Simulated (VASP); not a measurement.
# BeZn2Te3 (P-62m) in VASP: further runs

Runs on BeZn2Te3. Level: PBE. Tasks: single point.

Everything below comes from runs of VASP 6.6.1. Logs are shortened: lines on timing, memory, paths and dates and some standing lists are left out, and cuts for length are marked.

## Step 1: The cell of the first run

Symmetry: P-62m, No. 189, hexagonal system. Conventional cell: a = 4.357 Å, b = 4.357 Å, c = 8.196 Å, α = 90.00°, β = 90.00°, γ = 120.00°. Be (site symmetry -62m) has 3 Te at 1.63 Å and 2 Zn at 2.08 Å within 2.2 Å. Within 2.7 Å of Zn (site symmetry 3m) lie 1 Be at 2.08 Å and 3 Te at 2.64 Å. Te (site symmetry m2m) has 1 Be at 1.63 Å within 2.2 Å.

## Step 2: Single point, PBE

Contents of INCAR:

```
SYSTEM = BeZn2Te3
PREC = Accurate ; ENCUT = 520
EDIFF = 1E-6 ; ISMEAR = 0
SIGMA = 0.1 ; LREAL = .FALSE.
LASPH = .TRUE. ; NELM = 80
ALGO = Normal ; ISIF = 2
LWAVE = .FALSE. ; LCHARG = .TRUE.
GGA = PE ; LELF = .TRUE.
LVHAR = .TRUE. ; NBANDS = 31
```

Contents of KPOINTS:

```
regular mesh
0
G
  6 6 2
  0 0 0
```

Contents of POSCAR:

```
BeZn2Te3
1.0
    4.3569171200      0.0000000000      0.0000000000
   -2.1784585600      3.7732009100      0.0000000000
    0.0000000000      0.0000000000      8.1956078700
Be Zn Te
1 2 3
Direct
    0.0000000000      0.0000000000      0.0000000000
    0.0000000000      0.0000000000      0.2533521100
    0.0000000000      0.0000000000      0.7466478900
    0.6268268900      0.0000000000      0.0000000000
    0.0000000000      0.6268268900      0.0000000000
    0.3731731100      0.3731731100      0.0000000000
```

Potentials or basis: VASP PAW PBE potentials, release 64 (Be, Zn, Te).

The run is started by

```bash
$ cat potpaw_PBE.64/Be/POTCAR potpaw_PBE.64/Zn/POTCAR potpaw_PBE.64/Te/POTCAR > POTCAR
$ mpirun -np 1 vasp_std > vasp.out
```

OUTCAR:

```text
SYSTEM = BeZn2Te3
   PREC = Accurate
   ENCUT = 520
   EDIFF = 1E-6
   ISMEAR = 0
   LREAL = .FALSE.
   LASPH = .TRUE.
   NELM = 80
   ISIF = 2
   GGA = PE

 ion  position               nearest neighbor table
   1  0.000  0.000  0.000-   4 1.63   5 1.63   6 1.63   3 2.08   2 2.08   4 2.73   5 2.73   6 2.73

   2  0.000  0.000  0.253-   1 2.08   4 2.64   5 2.64   6 2.64
   3  0.000  0.000  0.747-   1 2.08   4 2.64   5 2.64   6 2.64
   4  0.627  0.000  0.000-   1 1.63   6 2.38   5 2.38   6 2.38   5 2.38   3 2.64   2 2.64   1 2.73
                             6 2.82   5 2.82
   5  0.000  0.627  0.000-   1 1.63   6 2.38   6 2.38   4 2.38   4 2.38   3 2.64   2 2.64   1 2.73
                             4 2.82   6 2.82
   6  0.373  0.373  0.000-   1 1.63   5 2.38   5 2.38   4 2.38   4 2.38   2 2.64   3 2.64   1 2.73
                             4 2.82   5 2.82

  LATTYP: Found a hexagonal cell.
 ALAT       =     4.3569171200
 C/A-ratio  =     1.8810566380

  Lattice vectors:

 A1 = (   4.3569171200,   0.0000000000,   0.0000000000)
 A2 = (  -2.1784585600,   3.7732009100,   0.0000000000)
 A3 = (   0.0000000000,   0.0000000000,   8.1956078700)

Analysis of symmetry for initial positions (statically):
=====================================================================
 Subroutine PRICEL returns:
 Original cell was already a primitive cell.

 Routine SETGRP: Setting up the symmetry group for a
 hexagonal supercell.

 Subroutine GETGRP returns: Found 12 space group operations
 (whereof 12 operations were pure point group operations)
 out of a pool of 24 trial point group operations.

The static configuration has the point symmetry D_3h.

Analysis of symmetry for dynamics (positions and initial velocities):
=====================================================================
 Subroutine PRICEL returns:
 Original cell was already a primitive cell.

 Routine SETGRP: Setting up the symmetry group for a
 hexagonal supercell.

 Subroutine GETGRP returns: Found 12 space group operations
 (whereof 12 operations were pure point group operations)
 out of a pool of 24 trial point group operations.

The dynamic configuration has the point symmetry D_3h.

 Subroutine INISYM returns: Found 12 space group operations
 (whereof 12 operations are pure point group operations),
 and found     1 'primitive' translations

----------------------------------------------------------------------------------------

                                     Primitive cell

  volume of cell :     134.7319

  direct lattice vectors                    reciprocal lattice vectors
     4.356917120  0.000000000  0.000000000     0.229520088  0.132513484  0.000000000
    -2.178458560  3.773200910  0.000000000     0.000000000  0.265026969  0.000000000
     0.000000000  0.000000000  8.195607870     0.000000000  0.000000000  0.122016575

  length of vectors
     4.356917120  4.356917122  8.195607870     0.265026969  0.265026969  0.122016575

  position of ions in fractional coordinates (direct lattice)
     0.000000000  0.000000000  0.000000000
     0.000000000  0.000000000  0.253352110
     0.000000000  0.000000000  0.746647890
     0.626826890  0.000000000  0.000000000
     1.000000000  0.626826890  0.000000000
     0.373173110  0.373173110  0.000000000

  ion indices of the primitive-cell ions
   primitive index   ion index
                 1           1
                 2           2
                 3           3
                 4           4
                 5           5
                 6           6

----------------------------------------------------------------------------------------

 KPOINTS: regular mesh

Automatic generation of k-mesh.
 Grid dimensions read from file:
 generate k-points for:    6    6    2

 Generating k-lattice:

  Cartesian coordinates                     Fractional coordinates (reciprocal lattice)
     0.038253348  0.022085581  0.000000000     0.166666667 -0.000000000  0.000000000
     0.000000000  0.044171161  0.000000000     0.000000000  0.166666667  0.000000000
     0.000000000  0.000000000  0.061008287     0.000000000  0.000000000  0.500000000

  Length of vectors
     0.044171161  0.044171161  0.061008287

  Shift w.r.t. Gamma in fractional coordinates (k-lattice)
     0.000000000  0.000000000  0.000000000

 Subroutine IBZKPT returns following result:
 ===========================================

 Found     14 irreducible k-points:

 Following reciprocal coordinates:
            Coordinates               Weight
  0.000000  0.000000  0.000000      1.000000
  0.166667 -0.000000  0.000000      6.000000
  0.333333 -0.000000  0.000000      6.000000
  0.500000  0.000000  0.000000      3.000000
  0.166667  0.166667  0.000000      6.000000
  0.333333  0.166667  0.000000     12.000000
  0.333333  0.333333  0.000000      2.000000
  0.000000  0.000000  0.500000      1.000000
  0.166667 -0.000000  0.500000      6.000000
  0.333333 -0.000000  0.500000      6.000000
  0.500000  0.000000  0.500000      3.000000
  0.166667  0.166667  0.500000      6.000000
  0.333333  0.166667  0.500000     12.000000
  0.333333  0.333333  0.500000      2.000000
   k-points           NKPTS =     14   k-points in BZ     NKDIM =     14   number of bands    NBANDS=     31
   number of dos      NEDOS =    301   number of ions     NIONS =      6
   total plane-waves  NPLWV =  65536
   dimension x,y,z NGX =    32 NGY =   32 NGZ =   64
   dimension x,y,z NGXF=    64 NGYF=   64 NGZF=  128
   ions per type =               1   2   3
   NGX,Y,Z   is equivalent  to a cutoff of  12.21, 12.21, 12.98 a.u.
   NGXF,Y,Z  is equivalent  to a cutoff of  24.42, 24.42, 25.96 a.u.
 SYSTEM =  BeZn2Te3
   PREC   = accura    normal or accurate (medium, high low for compatibility)
   ISTART =      0    job   : 0-new  1-cont  2-samecut
   ICHARG =      2    charge: 1-file 2-atom 10-const
   ISPIN  =      1    spin polarized calculation?
   LNONCOLLINEAR =      F non collinear calculations
   LSORBIT =      F    spin-orbit coupling
   LASPH  =      T    aspherical Exc in radial PAW
   ENCUT  =  520.0 eV  38.22 Ry    6.18 a.u.   8.10  8.10 15.24*2*pi/ulx,y,z
   NELM   =     80;   NELMIN=  2; NELMDL= -5     # of ELM steps
   EDIFF  = 0.1E-05   stopping-criterion for ELM
   LREAL  =      F    real-space projection
   EDIFFG = 0.1E-04   stopping-criterion for IOM
   NSW    =      0    number of steps for IOM
   IBRION =     -1    ionic relax: 0-MD 1-quasi-New 2-CG
   NFREE  =      0    steps in history (QN), initial steepest desc. (CG)
   ISIF   =      2    stress and relaxation
   ISYM   =      2    0-nonsym 1-usesym 2-fastsym
   POTIM  = 0.5000    time-step for ionic-motion
   TEBEG  =    0.0;   TEEND  =   0.0 temperature during run
   PSTRESS=    0.0 pullay stress
   NELECT =      44.0000    total number of electrons
   NUPDOWN=      -1.0000    fix difference up-down
   EMIN   =  10.00;   EMAX   =-10.00  energy-range for DOS
   EFERMI =   0.00;   METHOD = LEGACY
   ISMEAR =     0;   SIGMA  =   0.10  broadening in eV -4-tet -1-fermi 0-gaus
   EFERMI_NEDOS =   21; number of points for ismear=-14 and -15
   IALGO  =     38    algorithm
   IMIX   =      4    mixing-type and parameters
     AMIX     =   0.40;   BMIX     =  1.00
     AMIX_MAG =   1.60;   BMIX_MAG =  1.00
  volume/ion in A,a.u.               =      22.46       151.54
  Fermi-wavevector in a.u.,A,eV,Ry     =   1.127376  2.130432 17.292698  1.270977
  Thomas-Fermi vector in A             =   2.264062
   LORBIT       =      0    0 simple, 1 ext, 2 COOP (PROOUT), +10 PAW based schemes
   GGA     = PE    functional components
   LHFCALC =     F    Hartree Fock is set to
   AEXX    =    0.0000 exact exchange contribution
   IVDW    =     0    specifies the selected vdW correction
   LEPSILON=     F    determine dielectric tensor
   LRPA    =     F    only Hartree local field effects (RPA)
 non-spin polarized calculation
 Gauss-broadening in eV      SIGMA  =   0.10
  energy-cutoff  :      520.00
  volume of cell :      134.73
 maximum number of plane-waves:      3644
   NGX = 17   NGY = 17   NGZ = 31

 number of electron      44.0000042 magnetization

 Free energy of the ion-electron system (eV)
  ---------------------------------------------------
  ext. energy  EPLUGINS =         0.00000000
  ---------------------------------------------------
  free energy    TOTEN  =        22.59808487 eV

  energy without entropy =       22.62255045  energy(sigma->0) =       22.61031766

 E-fermi :   6.1816     XC(G=0):  -8.8865

 val. band max:        6.1531175487   @ k =   0.3333   0.1667   0.0000
 cond. band min:       6.2078951318   @ k =   0.1667  -0.0000   0.5000
 fundamental gap:      0.0547775831
 Fermi energy:         6.1816393915

 k-point     1 :       0.0000    0.0000    0.0000
  band No.  band energies     occupation
      1     -15.1809      2.00000
      2      -6.0918      2.00000
      3      -6.0918      2.00000
      4      -5.2471      2.00000
      5      -4.6370      2.00000
      6      -3.3558      2.00000
[... 23 lines left out ...]
     30      13.1738      0.00000
     31      14.5267      0.00000

 k-point     2 :       0.1667   -0.0000    0.0000
  band No.  band energies     occupation
      1     -14.9031      2.00000
      2      -7.7979      2.00000
      3      -6.6280      2.00000
      4      -5.7261      2.00000
      5      -4.9499      2.00000
      6      -2.5568      2.00000
[... 23 lines left out ...]
     30      12.0467      0.00000
     31      12.3415      0.00000

 k-point     3 :       0.3333   -0.0000    0.0000
  band No.  band energies     occupation
      1     -14.0803      2.00000
      2     -10.3475      2.00000
      3      -7.2804      2.00000
      4      -6.2287      2.00000
      5      -4.1351      2.00000
      6      -2.0926      2.00000
[... 363 lines left out ...]
     30      11.4647      0.00000
     31      12.3119      0.00000

 k-point    14 :       0.3333    0.3333    0.5000
  band No.  band energies     occupation
      1     -12.1520      2.00000
      2     -12.1520      2.00000
      3     -10.3316      2.00000
      4      -3.1196      2.00000
      5      -2.2791      2.00000
      6      -2.2791      2.00000
[... 23 lines left out ...]
     30      11.3205      0.00000
     31      11.3205      0.00000

------------------------ aborting loop because EDIFF is reached ----------------------------------------

  FORCE on cell =-STRESS in cart. coord.  units (eV):
  Direction    XX          YY          ZZ          XY          YZ          ZX
  --------------------------------------------------------------------------------------
  -------------------------------------------------------------------------------------
  Total      133.6001809    133.6001811     17.5889804      0.0000000      0.0000000     -0.0000000
  in kB     1588.7195098   1588.7195114    209.1610659      0.0000000      0.0000000     -0.0000000
  external PRESSURE =    1128.8666957 kB  Pullay stress =       0.0000000 kB

 VOLUME and BASIS-vectors are now :
 -----------------------------------------------------------------------------
  energy-cutoff  :      520.00
  volume of cell :      134.73
      direct lattice vectors                 reciprocal lattice vectors
     4.356917120  0.000000000  0.000000000     0.229520088  0.132513484  0.000000000
    -2.178458560  3.773200910  0.000000000     0.000000000  0.265026969  0.000000000
     0.000000000  0.000000000  8.195607870     0.000000000  0.000000000  0.122016575

 POSITION                                       TOTAL-FORCE (eV/Angst)
 -----------------------------------------------------------------------------------
      0.00000      0.00000      0.00000        -0.000000      0.000000      0.000000
      0.00000      0.00000      2.07637         0.000000      0.000000      5.191670
      0.00000      0.00000      6.11923         0.000000      0.000000     -5.191670
      2.73103      0.00000      0.00000       -11.139980      0.000000      0.000000
     -1.36552      2.36514      0.00000         5.569990     -9.647506      0.000000
      0.81294      1.40806      0.00000         5.569990      9.647506      0.000000
 -----------------------------------------------------------------------------------
    total drift:                               -0.000003     -0.000006      0.000000

  FREE ENERGIE OF THE ION-ELECTRON SYSTEM (eV)
  ---------------------------------------------------
  free  energy   TOTEN  =        22.5980848682 eV

  energy  without entropy=       22.6225504482  energy(sigma->0) =       22.61031766
```

Run time: 87 s. Hardware: 1 thread of Intel Xeon Platinum 8375C at 2.90GHz (Ice Lake), shared host; peak memory 0.26 GiB.

What came out:

* Free energy: 22.5981 eV
* Pressure: 112.9 GPa
* Largest force: 11.140 eV/Å
* Band gap on the k mesh: zero (band 22 reaches 6.88 eV, above the bottom of band 23 at 5.44 eV)

Forces in eV/Å, atoms in the order of the input:
```
Be    0.000   0.000   0.000
Zn    0.000   0.000   5.192
Zn    0.000   0.000  -5.192
Te  -11.140   0.000   0.000
Te    5.570  -9.648   0.000
Te    5.570   9.648   0.000
```

Stress tensor (GPa, compression positive):
```
158.87   0.00   0.00
  0.00 158.87   0.00
  0.00   0.00  20.92
```

Caveat: the k points lie up to 0.38 Å⁻¹ apart; spin-orbit coupling is left out, which moves the levels of the heavy elements; forces of over 1 eV/Å act on the atoms, so gaps and moduli don't describe the material at rest.

## Step 3: Single point, PBE

This run uses another cell than the first one, of 39.36 Å³/atom, 1.753 times its volume.

Contents of INCAR:

```
PREC = Accurate ; ENCUT = 520
EDIFF = 1E-6 ; ISMEAR = 0
SIGMA = 0.1 ; LREAL = F
LASPH = T ; NELM = 80
ALGO = Normal ; ISIF = 2
LWAVE = F ; LCHARG = F
GGA = PE ; NBANDS = 31
```

Contents of KPOINTS:

```
regular mesh
0
Gamma
  3 3 4
```

Contents of POSCAR:

```
BeZn2Te3
1.0
    6.3326594884      0.0000000000      0.0000000000
   -3.1663297442      5.4842439905      0.0000000000
    0.0000000000      0.0000000000      6.8003187265
Be Zn Te
1 2 3
Direct
    0.0000000000      0.0000000000      0.0000000000
    0.0000000000      0.0000000000      0.3255172011
    0.0000000000      0.0000000000      0.6744827989
    0.6323583886      0.0000000000      0.0000000000
    0.0000000000      0.6323583886      0.0000000000
    0.3676416114      0.3676416114      0.0000000000
```

Potentials or basis: VASP PAW PBE potentials, release 64 (Be, Zn, Te).

The run is started by

```bash
$ cat potpaw_PBE.64/Be/POTCAR potpaw_PBE.64/Zn/POTCAR potpaw_PBE.64/Te/POTCAR > POTCAR
$ mpirun -np 1 vasp_std > vasp.out
```

It took 1.9 min on 1 thread of Intel Xeon Platinum 8375C at 2.90GHz (Ice Lake), shared host; peak memory 0.36 GiB.

The run converged. Its results:

* Free energy: -13.9706 eV
* Pressure: 0.0 GPa
* Largest force: 0.041 eV/Å
* Band gap on the k mesh: zero (band 22 reaches 2.06 eV, above the bottom of band 23 at 1.65 eV)

Forces in eV/Å, atoms in the order of the input:
```
Be   0.000  0.000  0.000
Zn   0.000  0.000 -0.007
Zn   0.000  0.000  0.007
Te  -0.041  0.000  0.000
Te   0.021 -0.036  0.000
Te   0.021  0.036  0.000
```

Levels at points of the mesh, in eV from the Fermi level:
| k point | band 18 | band 19 | band 20 | band 21 | band 22 | band 23 | band 24 | band 25 | band 26 | band 27 |
| --- | --- | --- | --- | --- | --- | --- | --- | --- | --- | --- |
| (0.00, 0.00, 0.00) | -3.70 | -3.13 | -1.24 | -1.24 | -0.21 | 1.10 | 1.10 | 2.63 | 2.63 | 3.69 |
| (0.00, 0.00, 0.50) | -3.69 | -1.88 | -1.42 | -1.42 | 0.53 | 0.75 | 1.10 | 1.10 | 2.34 | 2.34 |

Caveat: the k points lie up to 0.38 Å⁻¹ apart; spin-orbit coupling is left out, which moves the levels of the heavy elements.
